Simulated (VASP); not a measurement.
# Ge in VASP: single point with PBEsol

Aim: the single point of Ge with PBEsol.

Program: VASP 6.6.1. These are calculated values, not measurements. Logs are shortened: lines on timing, memory, paths and dates and some standing lists are left out, and cuts for length are marked.

## Step 1: The cell of the first run

The cell holds a slab with vacuum, 8 atoms: a = 3.997 Å, b = 3.997 Å, c = 27.725 Å, α = 90.00°, β = 90.00°, γ = 120.00°.

## Step 2: Single point, PBEsol

Contents of INCAR:

```
ALGO = Normal ; DIPOL = 0.5 0.5 0.500
EDIFF = 1E-6 ; ENCUT = 520
GGA = PS ; IDIPOL = 3
ISIF = 2 ; ISMEAR = 0
LASPH = T ; LCHARG = T
LDIPOL = T ; LELF = T
LREAL = F ; LVACPOTAV = T
LVHAR = T ; LWAVE = F
NBANDS = 66 ; NELM = 60
PREC = Accurate ; SIGMA = 0.1
```

Contents of KPOINTS:

```
k-points
0
Gamma
  9 9 1
```

Contents of POSCAR:

```
Ge
1.0
    3.9969678639      0.0000000000      0.0000000000
   -1.9984839319      3.4614757082      0.0000000000
    0.0000000000      0.0000000000     27.7245268541
Ge
8
Direct
    0.3333333333      0.6666666667      0.3065877389
    0.6666666667      0.3333333333      0.3365243779
    0.6666666667      0.3333333333      0.4255503666
    0.3333333333      0.6666666667      0.4554870057
    0.3333333333      0.6666666667      0.5439387779
    0.6666666667      0.3333333333      0.5745866434
    0.6666666667      0.3333333333      0.6647471999
    0.3333333333      0.6666666667      0.6936938849
```

Potentials or basis: VASP PAW PBE potentials, release 64 (Ge_d).

Started as:

```sh
> cat potpaw_PBE.64/Ge_d/POTCAR > POTCAR
> mpirun -np 1 vasp_std > vasp.out
```

OUTCAR:

```text
EDIFF = 1E-6
   ENCUT = 520
   GGA = PS
   ISIF = 2
   ISMEAR = 0
   LASPH = T
   LREAL = F
   NELM = 60
   PREC = Accurate

 ion  position               nearest neighbor table
   1  0.333  0.667  0.307-   2 2.45   2 2.45   2 2.45
   2  0.667  0.333  0.337-   1 2.45   1 2.45   1 2.45   3 2.47
   3  0.667  0.333  0.426-   4 2.45   4 2.45   4 2.45   2 2.47
   4  0.333  0.667  0.455-   5 2.45   3 2.45   3 2.45   3 2.45
   5  0.333  0.667  0.544-   4 2.45   6 2.46   6 2.46   6 2.46
   6  0.667  0.333  0.575-   5 2.46   5 2.46   5 2.46   7 2.50
   7  0.667  0.333  0.665-   8 2.44   8 2.44   8 2.44   6 2.50
   8  0.333  0.667  0.694-   7 2.44   7 2.44   7 2.44

  LATTYP: Found a hexagonal cell.
 ALAT       =     3.9969678639
 C/A-ratio  =     6.9363897330

  Lattice vectors:

 A1 = (   3.9969678639,   0.0000000000,   0.0000000000)
 A2 = (  -1.9984839319,   3.4614757082,   0.0000000000)
 A3 = (   0.0000000000,   0.0000000000,  27.7245268541)

Analysis of symmetry for initial positions (statically):
=====================================================================
 Subroutine PRICEL returns:
 Original cell was already a primitive cell.

 Routine SETGRP: Setting up the symmetry group for a
 hexagonal supercell.

 Subroutine GETGRP returns: Found  6 space group operations
 (whereof  6 operations were pure point group operations)
 out of a pool of 24 trial point group operations.

The static configuration has the point symmetry C_3v.

Analysis of symmetry for dynamics (positions and initial velocities):
=====================================================================
 Subroutine PRICEL returns:
 Original cell was already a primitive cell.

 Routine SETGRP: Setting up the symmetry group for a
 hexagonal supercell.

 Subroutine GETGRP returns: Found  6 space group operations
 (whereof  6 operations were pure point group operations)
 out of a pool of 24 trial point group operations.

The dynamic configuration has the point symmetry C_3v.

 Subroutine INISYM returns: Found  6 space group operations
 (whereof  6 operations are pure point group operations),
 and found     1 'primitive' translations

----------------------------------------------------------------------------------------

                                     Primitive cell

  volume of cell :     383.5801

  direct lattice vectors                    reciprocal lattice vectors
     3.996967864  0.000000000  0.000000000     0.250189652  0.144447063  0.000000000
    -1.998483932  3.461475708  0.000000000     0.000000000  0.288894126  0.000000000
     0.000000000  0.000000000 27.724526854     0.000000000  0.000000000  0.036069146

  length of vectors
     3.996967864  3.996967864 27.724526854     0.288894126  0.288894126  0.036069146

  position of ions in fractional coordinates (direct lattice)
     0.333333333  0.666666667  0.306587739
     0.666666667  0.333333333  0.336524378
     0.666666667  0.333333333  0.425550367
     0.333333333  0.666666667  0.455487006
     0.333333333  0.666666667  0.543938778
     0.666666667  0.333333333  0.574586643
     0.666666667  0.333333333  0.664747200
     0.333333333  0.666666667  0.693693885

  ion indices of the primitive-cell ions
   primitive index   ion index
                 1           1
                 2           2
                 3           3
                 4           4
                 5           5
                 6           6
                 7           7
                 8           8

----------------------------------------------------------------------------------------

 KPOINTS: k-points

Automatic generation of k-mesh.
 Grid dimensions read from file:
 generate k-points for:    9    9    1

 Generating k-lattice:

  Cartesian coordinates                     Fractional coordinates (reciprocal lattice)
     0.027798850  0.016049674  0.000000000     0.111111111  0.000000000  0.000000000
     0.000000000  0.032099347  0.000000000     0.000000000  0.111111111  0.000000000
     0.000000000  0.000000000  0.036069146     0.000000000  0.000000000  1.000000000

  Length of vectors
     0.032099347  0.032099347  0.036069146

  Shift w.r.t. Gamma in fractional coordinates (k-lattice)
     0.000000000  0.000000000  0.000000000

 Subroutine IBZKPT returns following result:
 ===========================================

 Found     12 irreducible k-points:

 Following reciprocal coordinates:
            Coordinates               Weight
  0.000000  0.000000  0.000000      1.000000
  0.111111 -0.000000  0.000000      6.000000
  0.222222  0.000000  0.000000      6.000000
  0.333333 -0.000000  0.000000      6.000000
  0.444444  0.000000  0.000000      6.000000
  0.111111  0.111111  0.000000      6.000000
  0.222222  0.111111  0.000000     12.000000
  0.333333  0.111111  0.000000     12.000000
  0.444444  0.111111  0.000000      6.000000
  0.222222  0.222222  0.000000      6.000000
  0.333333  0.222222  0.000000     12.000000
  0.333333  0.333333  0.000000      2.000000
   k-points           NKPTS =     12   k-points in BZ     NKDIM =     12   number of bands    NBANDS=     66
   number of dos      NEDOS =    301   number of ions     NIONS =      8
   total plane-waves  NPLWV = 189000
   dimension x,y,z NGX =    30 NGY =   30 NGZ =  210
   dimension x,y,z NGXF=    60 NGYF=   60 NGZF=  420
   ions per type =               8
   NGX,Y,Z   is equivalent  to a cutoff of  12.48, 12.48, 12.59 a.u.
   NGXF,Y,Z  is equivalent  to a cutoff of  24.96, 24.96, 25.18 a.u.
 SYSTEM =  unknown system
   PREC   = accura    normal or accurate (medium, high low for compatibility)
   ISTART =      0    job   : 0-new  1-cont  2-samecut
   ICHARG =      2    charge: 1-file 2-atom 10-const
   ISPIN  =      1    spin polarized calculation?
   LNONCOLLINEAR =      F non collinear calculations
   LSORBIT =      F    spin-orbit coupling
   LASPH  =      T    aspherical Exc in radial PAW
   ENCUT  =  520.0 eV  38.22 Ry    6.18 a.u.   7.43  7.43 51.55*2*pi/ulx,y,z
   NELM   =     60;   NELMIN=  2; NELMDL= -5     # of ELM steps
   EDIFF  = 0.1E-05   stopping-criterion for ELM
   LREAL  =      F    real-space projection
   EDIFFG = 0.1E-04   stopping-criterion for IOM
   NSW    =      0    number of steps for IOM
   IBRION =     -1    ionic relax: 0-MD 1-quasi-New 2-CG
   NFREE  =      0    steps in history (QN), initial steepest desc. (CG)
   ISIF   =      2    stress and relaxation
   ISYM   =      2    0-nonsym 1-usesym 2-fastsym
   POTIM  = 0.5000    time-step for ionic-motion
   TEBEG  =    0.0;   TEEND  =   0.0 temperature during run
   PSTRESS=    0.0 pullay stress
   NELECT =     112.0000    total number of electrons
   NUPDOWN=      -1.0000    fix difference up-down
   EMIN   =  10.00;   EMAX   =-10.00  energy-range for DOS
   EFERMI =   0.00;   METHOD = LEGACY
   ISMEAR =     0;   SIGMA  =   0.10  broadening in eV -4-tet -1-fermi 0-gaus
   EFERMI_NEDOS =   21; number of points for ismear=-14 and -15
   IALGO  =     38    algorithm
   IMIX   =      4    mixing-type and parameters
     AMIX     =   0.40;   BMIX     =  1.00
     AMIX_MAG =   1.60;   BMIX_MAG =  1.00
  volume/ion in A,a.u.               =      47.95       323.57
  Fermi-wavevector in a.u.,A,eV,Ry     =   1.086081  2.052395 16.049045  1.179572
  Thomas-Fermi vector in A             =   2.222209
   LORBIT       =      0    0 simple, 1 ext, 2 COOP (PROOUT), +10 PAW based schemes
   GGA     = PS    functional components
   LHFCALC =     F    Hartree Fock is set to
   AEXX    =    0.0000 exact exchange contribution
   IVDW    =     0    specifies the selected vdW correction
   LEPSILON=     F    determine dielectric tensor
   LRPA    =     F    only Hartree local field effects (RPA)
 non-spin polarized calculation
 Gauss-broadening in eV      SIGMA  =   0.10
  energy-cutoff  :      520.00
  volume of cell :      383.58
 maximum number of plane-waves:     10379
 NGX is ok and might be reduce to    30
   NGX = 15   NGY = 15   NGZ =103

 dipolmoment           0.000000      0.000000      0.001693 electrons x Angstroem

 number of electron     112.0000109 magnetization

 dipolmoment           0.000000      0.000000     -0.002378 electrons x Angstroem

 Free energy of the ion-electron system (eV)
  ---------------------------------------------------
  ext. energy  EPLUGINS =         0.00000000
  ---------------------------------------------------
  free energy    TOTEN  =       -37.21448331 eV

  energy without entropy =      -37.18226045  energy(sigma->0) =      -37.19837188

 E-fermi :  -0.3693     XC(G=0):  -5.2955

 val. band max:       -0.3785193881   @ k =   0.3333   0.2222   0.0000
 cond. band min:      -0.3683626194   @ k =   0.1111  -0.0000   0.0000
 fundamental gap:      0.0101567687
 Fermi energy:        -0.3692979159

 k-point     1 :       0.0000    0.0000    0.0000
  band No.  band energies     occupation
      1     -24.9878      2.00000
      2     -24.9878      2.00000
      3     -24.9534      2.00000
      4     -24.9534      2.00000
      5     -24.9395      2.00000
      6     -24.9181      2.00000
[... 58 lines left out ...]
     65       3.1941      0.00000
     66       3.6323      0.00000

 k-point     2 :       0.1111   -0.0000    0.0000
  band No.  band energies     occupation
      1     -24.9923      2.00000
      2     -24.9905      2.00000
      3     -24.9560      2.00000
      4     -24.9558      2.00000
      5     -24.9420      2.00000
      6     -24.9130      2.00000
[... 58 lines left out ...]
     65       3.6577      0.00000
     66       3.7924      0.00000

 k-point     3 :       0.2222    0.0000    0.0000
  band No.  band energies     occupation
      1     -24.9979      2.00000
      2     -24.9952      2.00000
      3     -24.9602      2.00000
      4     -24.9590      2.00000
      5     -24.9473      2.00000
      6     -24.9096      2.00000
[... 610 lines left out ...]
     65       4.5291      0.00000
     66       5.1144      0.00000

 k-point    12 :       0.3333    0.3333    0.0000
  band No.  band energies     occupation
      1     -25.0168      2.00000
      2     -24.9928      2.00000
      3     -24.9810      2.00000
      4     -24.9719      2.00000
      5     -24.9322      2.00000
      6     -24.8998      2.00000
[... 58 lines left out ...]
     65       5.2882      0.00000
     66       5.7123      0.00000

------------------------ aborting loop because EDIFF is reached ----------------------------------------

  FORCE on cell =-STRESS in cart. coord.  units (eV):
  Direction    XX          YY          ZZ          XY          YZ          ZX
  --------------------------------------------------------------------------------------
  -------------------------------------------------------------------------------------
  Total        0.1573305      0.1573305      0.4049855      0.0000000     -0.0000000     -0.0000000
  in kB        0.6571546      0.6571546      1.6915856      0.0000000     -0.0000000     -0.0000000
  external PRESSURE =       1.0019649 kB  Pullay stress =       0.0000000 kB

 VOLUME and BASIS-vectors are now :
 -----------------------------------------------------------------------------
  energy-cutoff  :      520.00
  volume of cell :      383.58
      direct lattice vectors                 reciprocal lattice vectors
     3.996967864  0.000000000  0.000000000     0.250189652  0.144447063  0.000000000
    -1.998483932  3.461475708  0.000000000     0.000000000  0.288894126  0.000000000
     0.000000000  0.000000000 27.724526854     0.000000000  0.000000000  0.036069146

 POSITION                                       TOTAL-FORCE (eV/Angst)
 -----------------------------------------------------------------------------------
     -0.00000      2.30765      8.50000         0.000000      0.000000      0.065967
      1.99848      1.15383      9.32998         0.000000      0.000000     -0.241985
      1.99848      1.15383     11.79818         0.000000     -0.000000      0.058792
     -0.00000      2.30765     12.62816        -0.000000     -0.000000      0.109224
     -0.00000      2.30765     15.08045        -0.000000      0.000000      0.020228
      1.99848      1.15383     15.93014        -0.000000      0.000000     -0.016912
      1.99848      1.15383     18.42980        -0.000000      0.000000      0.027655
     -0.00000      2.30765     19.23233         0.000000     -0.000000     -0.022968
 -----------------------------------------------------------------------------------
    total drift:                                0.000000      0.000000      0.002230

  FREE ENERGIE OF THE ION-ELECTRON SYSTEM (eV)
  ---------------------------------------------------
  free  energy   TOTEN  =       -37.2144833060 eV

  energy  without entropy=      -37.1822604503  energy(sigma->0) =      -37.19837188

 vacuum level on the upper side and lower side of the slab         4.325         4.356
```

Wall time 18 min (1 thread of Intel Xeon 8259CL, shared host); peak memory 0.57 GiB.

Results:

```yaml
Free_energy: -37.2145 eV
Largest_force: 0.242 eV/Å
Band_gap_on_the_k_mesh: zero (bands 56 and 57 overlap by 0.54 eV)
```

Forces in eV/Å, atoms in the order of the input:
```
Ge   0.000  0.000  0.066
Ge   0.000  0.000 -0.242
Ge   0.000  0.000  0.059
Ge   0.000  0.000  0.109
Ge   0.000  0.000  0.020
Ge   0.000  0.000 -0.017
Ge   0.000  0.000  0.028
Ge   0.000  0.000 -0.023
```

Caveat: the PAW data sets were made with another functional, which shifts forces and pressure a little.
